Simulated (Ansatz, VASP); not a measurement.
# RbTa2As3 in VASP and in Ansatz

```
Rb Ta As
1.0
     7.08552    0.00000    0.00000
    -3.54276    6.13624    0.00000
     0.00000    0.00000    3.29004
Rb Ta As
1 2 3
Direct
  0.00000 0.00000 0.00000
  0.66667 0.33333 0.00000
  0.33333 0.66667 0.00000
  0.50000 0.00000 0.50000
  0.50000 0.50000 0.50000
  0.00000 0.50000 0.50000
```

Change from the starting cell: species swapped into the LaGa3Pd2 type (P6/mmm, No. 191).

Alike in both runs: task relaxation of cell and atoms; functional PBE; k mesh 6 × 6 × 12; occupations gaussian, width 0.1 eV; no spin polarisation.

|  | VASP | Ansatz |
| --- | --- | --- |
| version | VASP 6.6.1 | Ansatz 0.2.0 |
| potentials or method | VASP PAW PBE potentials, release 64 (Rb_sv, Ta_pv, As), cutoff 600 eV | scalar-relativistic, plane waves, PAW |
| valence electrons in the cell | 46 | 80 |

Ansatz gave:

| Item | Value |
| --- | --- |
| gap on the k mesh at the Fermi level, each at its own relaxed structure (eV) | none |
| relaxed volume (Å³/atom) | 23.89 |
| relaxed length of the cell vector where the two differ most in proportion (Å) | 7.097 |

Q: What did VASP give for the same quantities?

A: gap on the k mesh at the Fermi level, each at its own relaxed structure (eV): none; relaxed volume (Å³/atom): 23.96; relaxed length of the cell vector where the two differ most in proportion (Å): 7.106.

A gap of «none» marks a metal or a gap that the smearing closes. VASP's potentials hold 46 valence electrons a cell and Ansatz's 80, so a difference there can come from the potentials and not from the codes.

Neither program's run includes spin-orbit coupling.
